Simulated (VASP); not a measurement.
# Ge3P4: single point with PBE

Crystal: Ge3P4.

```
Ge P
1.0
    -3.58097    3.58097    5.37199
     3.58097   -3.58097    5.37199
     3.58097    3.58097   -5.37199
Ge P
6 8
Direct
  0.00000 0.00000 0.00000
  0.75000 0.25000 0.50000
  0.87500 0.62500 0.25000
  0.37500 0.62500 0.25000
  0.37500 0.62500 0.75000
  0.37500 0.12500 0.75000
  0.62814 0.38958 0.23856
  0.13958 0.40102 0.26144
  0.15102 0.38958 0.76144
  0.13958 0.87814 0.73856
  0.12186 0.86042 0.26144
  0.61042 0.37186 0.76144
  0.59898 0.86042 0.73856
  0.61042 0.84898 0.23856
```

```yaml
Program: VASP 6.6.1
Task: single point
Functional: PBE
Potentials_or_basis: VASP PAW PBE potentials, release 64 (Ge_d, P)
Cutoff: 520 eV
k_mesh: 4 × 4 × 4
Occupations: gaussian, width 0.1 eV
Spin: no spin polarisation
```

```yaml
Pressure: 0.2 GPa
Largest_force: 0.033 eV/Å
Band_gap_on_the_k_mesh: zero (band 62 reaches 6.06 eV, above the bottom of band 63 at 5.65 eV)
```

Forces on the atoms (eV/Å):
```
Ge   0.000  0.000  0.000
Ge   0.000  0.000  0.000
Ge   0.000  0.000  0.000
Ge   0.000  0.000  0.000
Ge   0.000  0.000  0.000
Ge   0.000  0.000  0.000
P    0.000 -0.025  0.022
P    0.025  0.000  0.022
P    0.000  0.025  0.022
P   -0.025  0.000  0.022
P    0.000  0.025 -0.022
P    0.025  0.000 -0.022
P    0.000 -0.025 -0.022
P   -0.025  0.000 -0.022
```

Stress tensor (GPa, compression positive):
```
 0.27  0.00  0.00
 0.00  0.27  0.00
 0.00  0.00 -0.08
```

Levels at points of the mesh, in eV from the Fermi level:
```csv
k point,band 59,band 60,band 61,band 62,band 63,band 64,band 65,band 66
"(0.00, 0.00, 0.00)",-0.64,-0.48,-0.48,-0.37,-0.27,-0.21,0.03,0.03
"(0.50, 0.00, 0.00)",-0.71,-0.47,-0.33,-0.20,-0.08,0.48,0.60,0.94
"(0.50, 0.50, 0.00)",-1.22,-1.22,-0.31,-0.31,1.07,1.07,1.55,1.55
"(0.50, 0.50, 0.50)",-0.83,-0.83,0.07,0.07,0.80,0.80,1.88,1.88
```

Wall time 13 min on 1 thread of AMD EPYC 7R13 (shared host), peak memory 0.5 GiB.
